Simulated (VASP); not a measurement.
# SiNi2 (P6_3/mmc) in VASP: a series of runs

Runs on SiNi2. Level: r2SCAN. Tasks: single point.

Program: VASP 6.6.1. These are calculated values, not measurements. Logs are shortened: lines on timing, memory, paths and dates and some standing lists are left out, and cuts for length are marked.

## (1) The cell of the first run

It takes space group P6_3/mmc (No. 194, hexagonal). The conventional cell has a = 3.986 Å, b = 3.986 Å, c = 4.779 Å, α = 90.00°, β = 90.00°, γ = 120.00°. Si (site symmetry -6m2) has 11 Ni at 2.30 to 2.59 Å within 3.0 Å. Within 3.2 Å of Ni (site symmetry -3m) lie 8 Ni at 2.39 to 2.59 Å and 6 Si at 2.59 Å. Within 3.0 Å of Ni (site symmetry -6m2) lie 5 Si at 2.30 to 2.39 Å and 6 Ni at 2.59 Å.

## (2) Single point, r2SCAN (strain +0.030 along x and y, -0.030 along z)

The input, POSCAR:

```
SiNi2
1.0
    3.9856318685      0.0000000000      0.0000000000
   -1.9928159342      3.4516584482      0.0000000000
    0.0000000000      0.0000000000      4.7790068355
Si Ni
2 4
Direct
    0.3333333333      0.6666666667      0.7500000000
    0.6666666667      0.3333333333      0.2500000000
    0.0000000000      0.0000000000      0.0000000000
    0.0000000000      0.0000000000      0.5000000000
    0.3333333333      0.6666666667      0.2500000000
    0.6666666667      0.3333333333      0.7500000000
```

The input, INCAR.step1:

```
SYSTEM = SiNi2
PREC = Accurate
ENCUT = 520
ISMEAR = 0
SIGMA = 0.15
LREAL = .False.
LASPH = .True.
NELM = 100
NBANDS = 33
GGA = PE
ALGO = Normal
EDIFF = 1E-4
LWAVE = .True.
LCHARG = .False.
```

The input, INCAR.step2:

```
SYSTEM = SiNi2
PREC = Accurate
ENCUT = 520
EDIFF = 1E-6
ISMEAR = 0
SIGMA = 0.15
LREAL = .False.
LASPH = .True.
NELM = 100
ALGO = Normal
ISIF = 2
LWAVE = .False.
LCHARG = .False.
METAGGA = R2SCAN
LMIXTAU = .True.
NBANDS = 33
ISTART = 1
```

The input, KPOINTS:

```
regular mesh
0
Gamma
  12 12 10
  0 0 0
```

Potentials or basis: VASP PAW PBE potentials, release 64 (Si, Ni).

Command:

```
$ cat potpaw_PBE.64/Si/POTCAR potpaw_PBE.64/Ni/POTCAR > POTCAR
$ cp INCAR.step1 INCAR
$ mpirun -np 1 vasp_std > vasp.out
$ cp INCAR.step2 INCAR
$ mpirun -np 1 vasp_std > vasp.out
```

OUTCAR:

```text
SYSTEM = SiNi2
   PREC = Accurate
   ENCUT = 520
   EDIFF = 1E-6
   ISMEAR = 0
   LREAL = .False.
   LASPH = .True.
   NELM = 100
   ISIF = 2
   METAGGA = R2SCAN
   ISTART = 1

 ion  position               nearest neighbor table
   1  0.333  0.667  0.750-   6 2.30   6 2.30   6 2.30   5 2.39   5 2.39   3 2.59   4 2.59   4 2.59
                             3 2.59   4 2.59   3 2.59
   2  0.667  0.333  0.250-   5 2.30   5 2.30   5 2.30   6 2.39   6 2.39   3 2.59   4 2.59   3 2.59
                             4 2.59   3 2.59   4 2.59
   3  0.000  0.000  0.000-   4 2.39   4 2.39   1 2.59   5 2.59   6 2.59   2 2.59   1 2.59   5 2.59
                             2 2.59   6 2.59   2 2.59   6 2.59   1 2.59   5 2.59
   4  0.000  0.000  0.500-   3 2.39   3 2.39   1 2.59   5 2.59   6 2.59   2 2.59   1 2.59   5 2.59
                             2 2.59   6 2.59   2 2.59   6 2.59   1 2.59   5 2.59
   5  0.333  0.667  0.250-   2 2.30   2 2.30   2 2.30   1 2.39   1 2.39   3 2.59   4 2.59   4 2.59
                             3 2.59   4 2.59   3 2.59
   6  0.667  0.333  0.750-   1 2.30   1 2.30   1 2.30   2 2.39   2 2.39   3 2.59   4 2.59   3 2.59
                             4 2.59   3 2.59   4 2.59

  LATTYP: Found a hexagonal cell.
 ALAT       =     3.9856318685
 C/A-ratio  =     1.1990587674

  Lattice vectors:

 A1 = (   3.9856318685,   0.0000000000,   0.0000000000)
 A2 = (  -1.9928159342,   3.4516584482,   0.0000000000)
 A3 = (   0.0000000000,   0.0000000000,   4.7790068355)

Analysis of symmetry for initial positions (statically):
=====================================================================
 Subroutine PRICEL returns:
 Original cell was already a primitive cell.

 Routine SETGRP: Setting up the symmetry group for a
 hexagonal supercell.

 Subroutine GETGRP returns: Found 24 space group operations
 (whereof 12 operations were pure point group operations)
 out of a pool of 24 trial point group operations.

The static configuration has the point symmetry D_3d.
 The point group associated with its full space group is D_6h.

Analysis of symmetry for dynamics (positions and initial velocities):
=====================================================================
 Subroutine PRICEL returns:
 Original cell was already a primitive cell.

 Routine SETGRP: Setting up the symmetry group for a
 hexagonal supercell.

 Subroutine GETGRP returns: Found 24 space group operations
 (whereof 12 operations were pure point group operations)
 out of a pool of 24 trial point group operations.

The dynamic configuration has the point symmetry D_3d.
 The point group associated with its full space group is D_6h.

 Subroutine INISYM returns: Found 24 space group operations
 (whereof 12 operations are pure point group operations),
 and found     1 'primitive' translations

----------------------------------------------------------------------------------------

                                     Primitive cell

  volume of cell :      65.7450

  direct lattice vectors                    reciprocal lattice vectors
     3.985631869  0.000000000  0.000000000     0.250901246  0.144857902  0.000000000
    -1.992815934  3.451658448  0.000000000     0.000000000  0.289715803  0.000000000
     0.000000000  0.000000000  4.779006835     0.000000000  0.000000000  0.209248498

  length of vectors
     3.985631869  3.985631868  4.779006835     0.289715803  0.289715803  0.209248498

  position of ions in fractional coordinates (direct lattice)
     0.333333333  0.666666667  0.750000000
     0.666666667  0.333333333  0.250000000
     0.000000000  0.000000000  0.000000000
     0.000000000  0.000000000  0.500000000
     0.333333333  0.666666667  0.250000000
     0.666666667  0.333333333  0.750000000

  ion indices of the primitive-cell ions
   primitive index   ion index
                 1           1
                 2           2
                 3           3
                 4           4
                 5           5
                 6           6

----------------------------------------------------------------------------------------

 KPOINTS: regular mesh

Automatic generation of k-mesh.
 Grid dimensions read from file:
 generate k-points for:   12   12   10

 Generating k-lattice:

  Cartesian coordinates                     Fractional coordinates (reciprocal lattice)
     0.020908437  0.012071492  0.000000000     0.083333333 -0.000000000  0.000000000
     0.000000000  0.024142984  0.000000000     0.000000000  0.083333333  0.000000000
     0.000000000  0.000000000  0.020924850     0.000000000  0.000000000  0.100000000

  Length of vectors
     0.024142984  0.024142984  0.020924850

  Shift w.r.t. Gamma in fractional coordinates (k-lattice)
     0.000000000  0.000000000  0.000000000

 Subroutine IBZKPT returns following result:
 ===========================================

 Found    114 irreducible k-points:

 Following reciprocal coordinates:
            Coordinates               Weight
  0.000000  0.000000  0.000000      1.000000
  0.083333 -0.000000  0.000000      6.000000
  0.166667  0.000000  0.000000      6.000000
  0.250000  0.000000  0.000000      6.000000
  0.333333 -0.000000  0.000000      6.000000
  0.416667  0.000000  0.000000      6.000000
[... 16 lines left out ...]
  0.250000  0.000000  0.100000     12.000000
  0.333333 -0.000000  0.100000     12.000000
 [... further k-points ...]
   k-points           NKPTS =    114   k-points in BZ     NKDIM =    114   number of bands    NBANDS=     33
   number of dos      NEDOS =    301   number of ions     NIONS =      6
   total plane-waves  NPLWV =  32400
   dimension x,y,z NGX =    30 NGY =   30 NGZ =   36
   dimension x,y,z NGXF=    60 NGYF=   60 NGZF=   72
   ions per type =               2   4
   NGX,Y,Z   is equivalent  to a cutoff of  12.51, 12.51, 12.52 a.u.
   NGXF,Y,Z  is equivalent  to a cutoff of  25.03, 25.03, 25.05 a.u.
 SYSTEM =  SiNi2
   PREC   = accura    normal or accurate (medium, high low for compatibility)
   ISTART =      1    job   : 0-new  1-cont  2-samecut
   ICHARG =      0    charge: 1-file 2-atom 10-const
   ISPIN  =      1    spin polarized calculation?
   LNONCOLLINEAR =      F non collinear calculations
   LSORBIT =      F    spin-orbit coupling
   LASPH  =      T    aspherical Exc in radial PAW
   ENCUT  =  520.0 eV  38.22 Ry    6.18 a.u.   7.41  7.41  8.89*2*pi/ulx,y,z
   NELM   =    100;   NELMIN=  2; NELMDL=  0     # of ELM steps
   EDIFF  = 0.1E-05   stopping-criterion for ELM
   LREAL  =      F    real-space projection
   EDIFFG = 0.1E-04   stopping-criterion for IOM
   NSW    =      0    number of steps for IOM
   IBRION =     -1    ionic relax: 0-MD 1-quasi-New 2-CG
   NFREE  =      0    steps in history (QN), initial steepest desc. (CG)
   ISIF   =      2    stress and relaxation
   ISYM   =      2    0-nonsym 1-usesym 2-fastsym
   POTIM  = 0.5000    time-step for ionic-motion
   TEBEG  =    0.0;   TEEND  =   0.0 temperature during run
   PSTRESS=    0.0 pullay stress
   NELECT =      48.0000    total number of electrons
   NUPDOWN=      -1.0000    fix difference up-down
   EMIN   =  10.00;   EMAX   =-10.00  energy-range for DOS
   EFERMI =   0.00;   METHOD = LEGACY
   ISMEAR =     0;   SIGMA  =   0.15  broadening in eV -4-tet -1-fermi 0-gaus
   EFERMI_NEDOS =   21; number of points for ismear=-14 and -15
   IALGO  =     38    algorithm
   IMIX   =      4    mixing-type and parameters
     AMIX     =   0.40;   BMIX     =  1.00
     AMIX_MAG =   1.60;   BMIX_MAG =  1.00
  volume/ion in A,a.u.               =      10.96        73.94
  Fermi-wavevector in a.u.,A,eV,Ry     =   1.474125  2.785693 29.566072  2.173045
  Thomas-Fermi vector in A             =   2.588935
   LORBIT       =      0    0 simple, 1 ext, 2 COOP (PROOUT), +10 PAW based schemes
   METAGGA = R2SCAN    functional components
   LHFCALC =     F    Hartree Fock is set to
   AEXX    =    0.0000 exact exchange contribution
   IVDW    =     0    specifies the selected vdW correction
   LEPSILON=     F    determine dielectric tensor
   LRPA    =     F    only Hartree local field effects (RPA)
 non-spin polarized calculation
 Gauss-broadening in eV      SIGMA  =   0.15
  energy-cutoff  :      520.00
  volume of cell :       65.74
 maximum number of plane-waves:      1811
 NGX is ok and might be reduce to    30
   NGX = 15   NGY = 15   NGZ = 17

 number of electron      47.9999979 magnetization

 Free energy of the ion-electron system (eV)
  ---------------------------------------------------
  ext. energy  EPLUGINS =         0.00000000
  ---------------------------------------------------
  free energy    TOTEN  =       -68.08844562 eV

  energy without entropy =      -68.05145331  energy(sigma->0) =      -68.06994947

 E-fermi :  10.9191     XC(G=0): -13.9789

 val. band max:       10.9101157644   @ k =   0.2500   0.2500   0.2000
 cond. band min:      10.9209142317   @ k =   0.1667   0.1667   0.0000
 fundamental gap:      0.0107984673
 Fermi energy:        10.9190765558

 k-point     1 :       0.0000    0.0000    0.0000
  band No.  band energies     occupation
      1      -2.2481      2.00000
      2       2.7615      2.00000
      3       4.4398      2.00000
      4       5.6690      2.00000
      5       5.6690      2.00000
      6       6.9517      2.00000
[... 25 lines left out ...]
     32      16.4729      0.00000
     33      19.7203      0.00000

 k-point     2 :       0.0833   -0.0000    0.0000
  band No.  band energies     occupation
      1      -2.1592      2.00000
      2       2.7538      2.00000
      3       4.5017      2.00000
      4       5.6601      2.00000
      5       5.7118      2.00000
      6       6.5849      2.00000
[... 25 lines left out ...]
     32      16.9782      0.00000
     33      19.0794      0.00000
[... 754 lines left out ...]
     32      17.7184      0.00000
     33      18.6248      0.00000

 k-point    24 :       0.3333   -0.0000    0.1000
  band No.  band energies     occupation
      1      -0.8248      2.00000
      2       2.1843      2.00000
      3       4.3024      2.00000
      4       5.2736      2.00000
      5       6.2992      2.00000
      6       6.3619      2.00000
[... 25 lines left out ...]
     32      18.4353      0.00000
     33      19.1045      0.00000

 [... further k-points ...]

------------------------ aborting loop because EDIFF is reached ----------------------------------------

  FORCE on cell =-STRESS in cart. coord.  units (eV):
  Direction    XX          YY          ZZ          XY          YZ          ZX
  --------------------------------------------------------------------------------------
  -------------------------------------------------------------------------------------
  Total       -5.0153688     -5.0153688      2.3692314     -0.0000000      0.0000000      0.0000000
  in kB     -122.2223998   -122.2223998     57.7371585     -0.0000000      0.0000000      0.0000000
  external PRESSURE =     -62.2358804 kB  Pullay stress =       0.0000000 kB

 VOLUME and BASIS-vectors are now :
 -----------------------------------------------------------------------------
  energy-cutoff  :      520.00
  volume of cell :       65.74
      direct lattice vectors                 reciprocal lattice vectors
     3.985631869  0.000000000  0.000000000     0.250901246  0.144857902  0.000000000
    -1.992815934  3.451658448  0.000000000     0.000000000  0.289715803  0.000000000
     0.000000000  0.000000000  4.779006835     0.000000000  0.000000000  0.209248498

 POSITION                                       TOTAL-FORCE (eV/Angst)
 -----------------------------------------------------------------------------------
     -0.00000      2.30111      3.58426         0.000000     -0.000000      0.000000
      1.99282      1.15055      1.19475        -0.000000      0.000000      0.000000
      0.00000      0.00000      0.00000         0.000000      0.000000      0.000000
      0.00000      0.00000      2.38950         0.000000      0.000000      0.000000
     -0.00000      2.30111      1.19475         0.000000     -0.000000      0.000000
      1.99282      1.15055      3.58426        -0.000000     -0.000000      0.000000
 -----------------------------------------------------------------------------------
    total drift:                                0.000000     -0.000000      0.000000

  FREE ENERGIE OF THE ION-ELECTRON SYSTEM (eV)
  ---------------------------------------------------
  free  energy   TOTEN  =       -68.0884456235 eV

  energy  without entropy=      -68.0514533066  energy(sigma->0) =      -68.06994947
```

Run time: 15 min. Hardware: 1 thread of Oxide Virtual Turin-like, shared host; peak memory 0.28 GiB.

What came out:

```
Free energy            : -68.0884 eV
Pressure               : -6.2 GPa
Band gap on the k mesh : zero (bands 24 and 25 overlap by 3.07 eV)
```

Levels at points of the mesh, in eV from the Fermi level:
```tsv
k point	band 21	band 22	band 23	band 24	band 25	band 26	band 27	band 28
(0.00, 0.00, 0.00)	-0.66	-0.66	0.32	2.46	2.46	2.52	2.56	2.56
(0.50, 0.00, 0.00)	-1.24	-1.12	-1.08	-0.69	-0.49	1.37	1.79	2.79
(0.00, 0.00, 0.50)	-1.28	-1.28	2.22	2.22	3.17	3.17	3.17	3.17
(0.50, 0.00, 0.50)	-1.29	-1.29	-0.88	-0.88	0.93	0.93	2.74	2.74
```

Caveat: the cell differs from its parent crystal (strain +0.030 along x and y, -0.030 along z); the stress differs along the axes, from -12 to 6 GPa; the PAW data sets were made with another functional, which shifts forces and pressure a little. Spin polarisation is off, so any magnetic state and its effect on volume and gap are missing.

## (3) Single point, r2SCAN (strain +0.000 along x and y, +0.030 along z)

POSCAR: that of step 2 with these lines changed.

```diff
@@ -2,5 +2,5 @@
 1.0
-    3.9856318685      0.0000000000      0.0000000000
-   -1.9928159342      3.4516584482      0.0000000000
-    0.0000000000      0.0000000000      4.7790068355
+    3.8695455034      0.0000000000      0.0000000000
+   -1.9347727517      3.3511247070      0.0000000000
+    0.0000000000      0.0000000000      5.0746155057
 Si Ni
```

The input, INCAR.step1:

```
PREC = Accurate ; ENCUT = 520
ISMEAR = 0 ; SIGMA = 0.15
LREAL = False ; LASPH = True
NELM = 100 ; NBANDS = 33
GGA = PE ; ALGO = Normal
EDIFF = 1E-4 ; LWAVE = True
LCHARG = False
```

The input, INCAR.step2:

```
PREC = Accurate ; ENCUT = 520
EDIFF = 1E-6 ; ISMEAR = 0
SIGMA = 0.15 ; LREAL = False
LASPH = True ; NELM = 100
ALGO = Normal ; ISIF = 2
LWAVE = False ; LCHARG = False
METAGGA = R2SCAN ; LMIXTAU = True
NBANDS = 33 ; ISTART = 1
```

The input, KPOINTS:

```
Automatic mesh
0
Gamma
  12 12 10
```

Potentials or basis: VASP PAW PBE potentials, release 64 (Si, Ni).

Command:

```
$ cat potpaw_PBE.64/Si/POTCAR potpaw_PBE.64/Ni/POTCAR > POTCAR
$ cp INCAR.step1 INCAR
$ mpirun -np 1 vasp_std > vasp.out
$ cp INCAR.step2 INCAR
$ mpirun -np 1 vasp_std > vasp.out
```

Wall time 19 min (1 thread of Oxide Virtual Turin-like, shared host); peak memory 0.29 GiB.

Results (log left out):

| Property | Result |
| --- | --- |
| Free energy | -68.2155 eV |
| Pressure | -5.0 GPa |
| Band gap on the k mesh | zero (bands 24 and 25 overlap by 3.76 eV) |

Stress tensor (GPa, compression positive):
```
-3.07  0.00  0.00
 0.00 -3.07  0.00
 0.00  0.00 -8.99
```

Levels at points of the mesh, in eV from the Fermi level:
| k point | band 21 | band 22 | band 23 | band 24 | band 25 | band 26 | band 27 | band 28 |
| --- | --- | --- | --- | --- | --- | --- | --- | --- |
| (0.00, 0.00, 0.00) | -0.62 | -0.62 | -0.01 | 3.03 | 3.03 | 3.05 | 3.05 | 3.23 |
| (0.50, 0.00, 0.00) | -1.40 | -1.22 | -1.05 | -0.68 | -0.64 | 1.20 | 1.89 | 3.30 |
| (0.00, 0.00, 0.50) | -1.25 | -1.25 | 2.28 | 2.28 | 3.50 | 3.50 | 3.50 | 3.50 |
| (0.50, 0.00, 0.50) | -1.27 | -1.27 | -0.95 | -0.95 | 0.99 | 0.99 | 3.20 | 3.20 |

Caveat: the cell differs from its parent crystal (strain +0.000 along x and y, +0.030 along z); the stress differs along the axes, from -9 to -3 GPa; the PAW data sets were made with another functional, which shifts forces and pressure a little. Spin polarisation is off, so any magnetic state and its effect on volume and gap are missing.

[end of part 1 of 2]
